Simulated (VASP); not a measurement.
# TiO2 (P3_121) in VASP: notebook, part 2 of 3

VASP 6.6.1. The steps go on from the part before.

**3. Relaxation of cell and atoms, LDA+U**

This run uses another cell than the first one, of 18.24 Å³/atom.

INCAR reads:

```
SYSTEM = TiO2
PREC = Accurate ; ENCUT = 600
EDIFF = 1E-7 ; ISMEAR = -1
SIGMA = 0.05 ; LREAL = .False.
LASPH = .True. ; NELM = 200
ALGO = Normal ; ISIF = 3
LWAVE = .False. ; LCHARG = .False.
LMAXMIX = 4 ; LDAU = .True.
LDAUTYPE = 2 ; LDAUL = 2 -1
LDAUU = 6 0 ; LDAUJ = 0 0
LDAUPRINT = 1 ; IBRION = 2
NSW = 60 ; EDIFFG = -0.01
GGA_COMPAT = .False. ; NELMIN = 4
```

KPOINTS reads:

```
regular mesh
0
Gamma
  6 6 5
  0 0 0
```

POSCAR reads:

```
TiO2
1.0
    5.5822227355      0.0000000000      0.0000000000
   -2.7911113678      4.8343466985      0.0000000000
    0.0000000000      0.0000000000      6.0824678800
Ti O
3 6
Direct
    0.4669367500      0.0000000000      0.3333333333
    0.0000000000      0.4669367500      0.6666666667
    0.5330632500      0.5330632500      0.0000000000
    0.5810657200      0.8514331800      0.1206639333
    0.7296325400      0.1485668200      0.5460027333
    0.2703674600      0.4189342800      0.7873306000
    0.8514331800      0.5810657200      0.8793360667
    0.1485668200      0.7296325400      0.4539972667
    0.4189342800      0.2703674600      0.2126694000
```

Potentials or basis: VASP PAW LDA potentials, release 64 (Ti_sv, O).

Launch:

```sh
> cat potpaw_LDA.64/Ti_sv/POTCAR potpaw_LDA.64/O/POTCAR > POTCAR
> mpirun -np 1 vasp_std > vasp.out
```

OUTCAR:

```text
SYSTEM = TiO2
   PREC = Accurate
   ENCUT = 600
   EDIFF = 1E-7
   ISMEAR = -1
   LREAL = .False.
   LASPH = .True.
   NELM = 200
   ISIF = 3
   IBRION = 2
   NSW = 60
   EDIFFG = -0.01
   NELMIN = 4

 ion  position               nearest neighbor table
   1  0.467  0.000  0.333-   9 1.81   8 1.81   5 1.82   4 1.82
   2  0.000  0.467  0.667-   6 1.81   5 1.81   8 1.82   7 1.82
   3  0.533  0.533  0.000-   7 1.81   4 1.81   6 1.82   9 1.82
   4  0.581  0.851  0.121-   3 1.81   1 1.82
   5  0.730  0.149  0.546-   2 1.81   1 1.82
   6  0.270  0.419  0.787-   2 1.81   3 1.82
   7  0.851  0.581  0.879-   3 1.81   2 1.82
   8  0.149  0.730  0.454-   1 1.81   2 1.82
   9  0.419  0.270  0.213-   1 1.81   3 1.82

  LATTYP: Found a hexagonal cell.
 ALAT       =     5.5822227355
 C/A-ratio  =     1.0896139707

  Lattice vectors:

 A1 = (   5.5822227355,   0.0000000000,   0.0000000000)
 A2 = (  -2.7911113678,   4.8343466985,   0.0000000000)
 A3 = (   0.0000000000,   0.0000000000,   6.0824678800)

Analysis of symmetry for initial positions (statically):
=====================================================================
 Subroutine PRICEL returns:
 Original cell was already a primitive cell.

 Routine SETGRP: Setting up the symmetry group for a
 hexagonal supercell.

 Subroutine GETGRP returns: Found  6 space group operations
 (whereof  2 operations were pure point group operations)
 out of a pool of 24 trial point group operations.

The static configuration has the point symmetry C_2 .
 The point group associated with its full space group is D_3 .

Analysis of symmetry for dynamics (positions and initial velocities):
=====================================================================
 Subroutine PRICEL returns:
 Original cell was already a primitive cell.

 Routine SETGRP: Setting up the symmetry group for a
 hexagonal supercell.

 Subroutine GETGRP returns: Found  6 space group operations
 (whereof  2 operations were pure point group operations)
 out of a pool of 24 trial point group operations.

The dynamic configuration has the point symmetry C_2 .
 The point group associated with its full space group is D_3 .

 Subroutine INISYM returns: Found  6 space group operations
[... 155 lines left out ...]

 number of electron      72.0000003 magnetization

 Free energy of the ion-electron system (eV)
  ---------------------------------------------------
  ext. energy  EPLUGINS =         0.00000000
  ---------------------------------------------------
  free energy    TOTEN  =       -72.63141099 eV

  energy without entropy =      -72.63141099  energy(sigma->0) =      -72.63141099

------------------------ aborting loop because EDIFF is reached ----------------------------------------

  FORCE on cell =-STRESS in cart. coord.  units (eV):
  Direction    XX          YY          ZZ          XY          YZ          ZX
  --------------------------------------------------------------------------------------
  -------------------------------------------------------------------------------------
  Total        4.5566829      4.5566829      4.6270640     -0.0000000      0.0000000      0.0000000
  in kB       44.4769102     44.4769102     45.1638864     -0.0000000      0.0000000      0.0000000
  external PRESSURE =      44.7059023 kB  Pullay stress =       0.0000000 kB
[... 30 lines left out ...]
--------------------------------------- Ionic step        2  -------------------------------------------

 number of electron      72.0000003 magnetization

 E-fermi :  -0.2789     XC(G=0):  -8.3844

 val. band max:       -1.4600330629   @ k =   0.0000   0.0000   0.4000
 cond. band min:       2.4947623736   @ k =   0.3333   0.3333   0.0000
 fundamental gap:      3.9547954365
 Fermi energy:        -0.2789116872

 k-point     1 :       0.0000    0.0000    0.0000
  band No.  band energies     occupation
      1     -57.9598      2.00000
      2     -57.9518      2.00000
      3     -57.9518      2.00000
      4     -34.6172      2.00000
      5     -34.6092      2.00000
      6     -34.6091      2.00000
[... 1174 lines left out ...]
  FREE ENERGIE OF THE ION-ELECTRON SYSTEM (eV)
  ---------------------------------------------------
  free  energy   TOTEN  =       -72.7093896132 eV

  energy  without entropy=      -72.7093896132  energy(sigma->0) =      -72.70938961

[... ionic steps 4 to 44 ...]

--------------------------------------- Ionic step       45  -------------------------------------------

 number of electron      72.0000007 magnetization

------------------------ aborting loop because EDIFF is reached ----------------------------------------
[... 180 lines left out ...]
--------------------------------------- Ionic step       47  -------------------------------------------

 number of electron      72.0000008 magnetization

 Free energy of the ion-electron system (eV)
  ---------------------------------------------------
  ext. energy  EPLUGINS =         0.00000000
  ---------------------------------------------------
  free energy    TOTEN  =       -72.73904481 eV

  energy without entropy =      -72.73904481  energy(sigma->0) =      -72.73904481

 E-fermi :   0.5873     XC(G=0):  -9.1007

 val. band max:       -0.5951127065   @ k =   0.5000   0.0000   0.0000
 cond. band min:       3.5868163091   @ k =   0.3333   0.3333   0.0000
 fundamental gap:      4.1819290157
 Fermi energy:         0.5872576532

 k-point     1 :       0.0000    0.0000    0.0000
  band No.  band energies     occupation
      1     -56.8164      2.00000
      2     -56.8027      2.00000
      3     -56.8027      2.00000
      4     -33.5343      2.00000
      5     -33.5145      2.00000
      6     -33.5145      2.00000
[... 1131 lines left out ...]
  FREE ENERGIE OF THE ION-ELECTRON SYSTEM (eV)
  ---------------------------------------------------
  free  energy   TOTEN  =       -72.7390448146 eV

  energy  without entropy=      -72.7390448146  energy(sigma->0) =      -72.73904481

 reached required accuracy - stopping structural energy minimisation
```

It took 2 h on 1 thread of Intel Xeon Platinum 8259CL at 2.50GHz (Skylake/Cascade Lake), shared host; peak memory 0.4 GiB.

What came out:

```
Free energy                           : -72.7390 eV
Relaxed volume                        : 17.04 Å³/atom
Relaxed cell                          : a = 5.464 Å, b = 5.464 Å, c = 5.931 Å, α = 90.00°, β = 90.00°, γ = 120.00°
Space group after relaxing (to 0.1 Å) : P3_121 (No. 152)
Energy gained by relaxing             : 12.0 meV/atom
Ionic steps                           : 47
Pressure after relaxing               : -0.1 GPa
Largest force after relaxing          : 0.004 eV/Å
Band gap on the k mesh                : 4.18 eV (least direct gap 4.27 eV)
```

Forces in eV/Å, atoms in the order of the input:
```
Ti   0.000  0.000  0.000
Ti   0.000  0.000  0.000
Ti   0.000  0.000  0.000
O   -0.002 -0.003  0.003
O   -0.002  0.003 -0.003
O   -0.001  0.003  0.003
O   -0.001 -0.003 -0.003
O    0.003  0.000  0.003
O    0.003  0.000 -0.003
```

Step by step:
| step | energy change (eV) | largest force (eV/Å) | pressure (GPa) | volume (Å³) |
| --- | --- | --- | --- | --- |
| 1 | 0.0000 | 0.3746 | 4.47 | 164.14 |
| 3 | -0.0780 | 0.0395 | -0.05 | 169.30 |
| 5 | -0.0784 | 0.0324 | 0.02 | 169.20 |
| 7 | -0.0797 | 0.0884 | -0.03 | 169.21 |
| 9 | -0.0800 | 0.0587 | -0.03 | 169.20 |
| 11 | -0.0800 | 0.0759 | -0.11 | 169.16 |
| 13 | -0.0805 | 0.0338 | -0.06 | 169.13 |
| 15 | -0.0814 | 0.0394 | 0.01 | 168.69 |
| 17 | -0.0847 | 0.0616 | 0.26 | 166.94 |
| 19 | -0.0929 | 0.1317 | 1.04 | 160.06 |
| 21 | -0.0945 | 0.1619 | 1.42 | 154.73 |
| 23 | -0.0948 | 0.1591 | 1.39 | 154.64 |
| 25 | -0.0962 | 0.1465 | 1.27 | 154.20 |
| 27 | -0.0995 | 0.0908 | 0.74 | 152.46 |
| 29 | -0.1000 | 0.0782 | 0.53 | 152.10 |
| 31 | -0.1024 | 0.0558 | 0.34 | 153.75 |
| 33 | -0.1039 | 0.0319 | 0.02 | 155.91 |
| 35 | -0.1039 | 0.1540 | -0.39 | 155.32 |
| 37 | -0.1048 | 0.0873 | -0.18 | 155.48 |
| 39 | -0.1067 | 0.0324 | -0.12 | 154.35 |
| 41 | -0.1072 | 0.0172 | -0.07 | 153.42 |
| 43 | -0.1073 | 0.0185 | 0.10 | 153.24 |
| 45 | -0.1074 | 0.0164 | 0.12 | 153.21 |
| 47 | -0.1076 | 0.0041 | -0.05 | 153.35 |

Final structure:
```yaml
crystal:
  lattice:
    - [5.46403, 0.00000, 0.00000]
    - [-2.73201, 4.73199, 0.00000]
    - [0.00000, 0.00000, 5.93118]
  atoms:
    - { symbol: Ti, position: [0.44721, 0.00000, 0.33333] }
    - { symbol: Ti, position: [0.00000, 0.44721, 0.66667] }
    - { symbol: Ti, position: [0.55279, 0.55279, 0.00000] }
    - { symbol: O, position: [0.58872, 0.88817, 0.09864] }
    - { symbol: O, position: [0.70055, 0.11183, 0.56803] }
    - { symbol: O, position: [0.29945, 0.41128, 0.76530] }
    - { symbol: O, position: [0.88817, 0.58872, 0.90136] }
    - { symbol: O, position: [0.11183, 0.70055, 0.43197] }
    - { symbol: O, position: [0.41128, 0.29945, 0.23470] }
```

Levels at points of the mesh, in eV from the valence-band top:
```csv
k point,band 32,band 33,band 34,band 35,band 36,band 37,band 38,band 39,band 40,band 41
"(0.00, 0.00, 0.00)",-0.77,-0.77,-0.57,-0.27,-0.27,4.28,4.49,4.49,4.79,4.83
"(0.50, 0.00, 0.00)",-0.80,-0.77,-0.62,-0.26,0.00,4.29,4.30,4.43,5.14,5.25
```

Eigenvalues of the final occupation matrices:
```csv
site,spin,trace,eigenvalues
site 1 d,1,0.87,0.11 0.11 0.21 0.22 0.23
site 1 d,2,0.87,0.11 0.11 0.21 0.22 0.23
site 2 d,1,0.87,0.11 0.11 0.21 0.22 0.23
site 2 d,2,0.87,0.11 0.11 0.21 0.22 0.23
site 3 d,1,0.87,0.11 0.11 0.21 0.22 0.23
site 3 d,2,0.87,0.11 0.11 0.21 0.22 0.23
```

A k mesh can miss the band edges.

**4. Relaxation of the atoms, PBE**

This run uses another cell than the first one, of 17.88 Å³/atom.

INCAR reads:

```
SYSTEM = TiO2
PREC = Accurate ; ENCUT = 520
EDIFF = 1E-6 ; ISMEAR = -1
SIGMA = 0.05 ; LREAL = .False.
LASPH = .True. ; NELM = 80
ALGO = Normal ; ISIF = 2
LWAVE = .False. ; LCHARG = .False.
GGA = PE ; IBRION = 2
NSW = 60 ; EDIFFG = -0.01
KPAR = 2
```

KPOINTS reads:

```
Automatic mesh
0
Gamma
  5 5 4
  0 0 0
```

POSCAR, as its differences from that of step 3:

```diff
@@ -2,4 +2,4 @@
 1.0
-    5.5822227355      0.0000000000      0.0000000000
-   -2.7911113678      4.8343466985      0.0000000000
+    5.5264005081      0.0000000000      0.0000000000
+   -2.7632002541      4.7860032315      0.0000000000
     0.0000000000      0.0000000000      6.0824678800
```

Potentials or basis: VASP PAW PBE potentials, release 64 (Ti_sv, O).

Launch:

```sh
> cat potpaw_PBE.64/Ti_sv/POTCAR potpaw_PBE.64/O/POTCAR > POTCAR
> mpirun -np 2 vasp_std > vasp.out
```

Run time: 8.8 min. Hardware: 2 MPI ranks of Intel Xeon Platinum 8375C at 2.90GHz (Ice Lake), shared host; peak memory 0.32 GiB.

It converged, with:

* Free energy: -80.3724 eV
* Energy gained by relaxing: 5.5 meV/atom
* Ionic steps: 12
* Pressure after relaxing: 1.1 GPa
* Largest force after relaxing: 0.003 eV/Å
* Band gap on the k mesh: 3.54 eV

Forces in eV/Å, atoms in the order of the input:
```
Ti  -0.001  0.000  0.000
Ti   0.001 -0.001  0.000
Ti   0.001  0.001  0.000
O    0.002  0.003  0.000
O    0.002 -0.003  0.000
O    0.002 -0.003  0.000
O    0.002  0.003  0.000
O   -0.003  0.000  0.000
O   -0.003  0.000  0.000
```

Stress tensor (GPa, compression positive):
```
1.23 0.00 0.00
0.00 1.23 0.00
0.00 0.00 0.89
```

Step by step:
```
step  energy change (eV)  largest force (eV/Å)  pressure (GPa)
   1              0.0000                0.3082            4.55
   2             -0.0213                0.2030            3.66
   3             -0.0289                0.3170            2.74
   4             -0.0392                0.0803            1.99
   5             -0.0395                0.0845            1.84
   6             -0.0410                0.0780            1.79
   7             -0.0448                0.0625            1.63
   8             -0.0492                0.0328            1.31
   9             -0.0442                0.0773            0.56
  10             -0.0497                0.0300            1.13
  11             -0.0490                0.0983            1.09
  12             -0.0498                0.0034            1.12
```

Final structure:
```xyz
9
Lattice="5.5264 0.0000 0.0000 -2.7632 4.7860 0.0000 0.0000 0.0000 6.0825" Properties=species:S:1:pos:R:3 pbc="T T T"
Ti    2.5546    0.0000    2.0275
Ti   -1.2773    2.2124    4.0550
Ti    1.4859    2.5736    0.0000
O     0.8452    4.1267    0.6969
O     3.6084    0.6593    3.3581
O     0.3881    1.9907    4.7518
O     3.1513    2.7953    5.3856
O    -1.2333    3.4546    2.7244
O     1.5299    1.3314    1.3306
```

Levels at points of the mesh, in eV from the valence-band top:
| k point | band 33 | band 34 | band 35 | band 36 | band 37 | band 38 | band 39 | band 40 |
| --- | --- | --- | --- | --- | --- | --- | --- | --- |
| (0.00, 0.00, 0.00) | -0.82 | -0.34 | -0.29 | -0.29 | 3.63 | 4.15 | 4.15 | 4.53 |
| (0.00, 0.00, 0.50) | -0.62 | -0.05 | -0.05 | 0.00 | 3.54 | 3.95 | 3.95 | 4.34 |

(Part 2 of 3 ends here.)
